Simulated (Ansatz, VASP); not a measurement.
## KSiH in VASP and in Ansatz

The input INCAR:

```
SYSTEM = KSiH
PREC     = Accurate       ! precision mode
ENCUT    = 500            ! plane-wave cutoff, eV
EDIFF    = 1E-6           ! SCF threshold, eV
ISMEAR   = 0              ! smearing method
SIGMA    = 0.1            ! smearing width, eV
LREAL    = .FALSE.        ! projectors in reciprocal space
LASPH    = .TRUE.         ! aspherical terms in the spheres
NELM     = 120            ! most SCF steps
ALGO     = Normal         ! electronic algorithm
ISIF     = 2              ! what is computed and relaxed
LWAVE    = .FALSE.        ! write WAVECAR
LCHARG   = .TRUE.         ! write CHGCAR
GGA      = PE             ! functional
LELF     = .TRUE.         ! ELF
LVHAR    = .TRUE.       
NBANDS   = 23             ! bands
GGA_COMPAT= .FALSE.
```

File KPOINTS:

```
Automatic mesh
0
G
  6 6 2
  0 0 0
```

Contents of POSCAR:

```
KSiH
1.0
    3.6149505400      0.0000000000      0.0000000000
    0.0000000000      3.6149505400      0.0000000000
    0.0000000000      0.0000000000      8.1337635700
K Si H
2 2 2
Direct
    0.0000000000      0.5000000000      0.7390114100
    0.5000000000      0.0000000000      0.2609885900
    0.5000000000      0.0000000000      0.6224523800
    0.0000000000      0.5000000000      0.3775476200
    0.0000000000      0.0000000000      0.0000000000
    0.5000000000      0.5000000000      0.0000000000
```

Input for Ansatz:

```yaml
crystal:
  lattice:
    - [3.61495054, 0.0, 0.0]
    - [0.0, 3.61495054, 0.0]
    - [0.0, 0.0, 8.13376357]
  atoms:
    - { symbol: K, position: [0.0, 0.5, 0.73901141] }
    - { symbol: K, position: [0.5, 0.0, 0.26098859] }
    - { symbol: Si, position: [0.5, 0.0, 0.62245238] }
    - { symbol: Si, position: [0.0, 0.5, 0.37754762] }
    - { symbol: H, position: [0.0, 0.0, 0.0] }
    - { symbol: H, position: [0.5, 0.5, 0.0] }
basis:
  ecutwfc: 420
kpoints:
  mp_grid: { grid: [6, 6, 2] }
hamiltonian:
  xc: pbe
scf:
  occupations: { method: gaussian, width: 0.1 }
  lower_state_search: "off"
output:
  forces: true
  stress: true
  eigenvalues: true
```

Change from the starting cell: species swapped into the ZrGeSe type (P4/nmm, No. 129).

Alike in both runs: task single point; functional PBE; k mesh 6 × 6 × 2; occupations gaussian, width 0.1 eV; no spin polarisation.

```csv
,VASP,Ansatz
version,VASP 6.6.1,Ansatz 0.2.0
potentials or method,"VASP PAW PBE potentials, release 64 (K_sv, Si, H), cutoff 500 eV","scalar-relativistic, plane waves, PAW"
valence electrons in the cell,28,28
```

|  | VASP | Ansatz | Ansatz less VASP |
| --- | --- | --- | --- |
| gap on the k mesh at the Fermi level (eV) | none | none | - |
| pressure (GPa) | 12.8 | 12.6 | -0.22 |
| traceless stress, the component that is largest in VASP (GPa) | -7.87 | -7.82 | +0.053 |
| rms of the force components (eV/Å) | 1.562 | 1.552 | -0.0096 |

Atom by atom the forces differ by 0.010 eV/Å (rms over components). A gap of «none» marks a metal or a gap that the smearing closes. The functional is the same, so the differences come from potentials, cutoffs and numerics.

The k mesh is coarse, so the values compare programs but aren't converged.
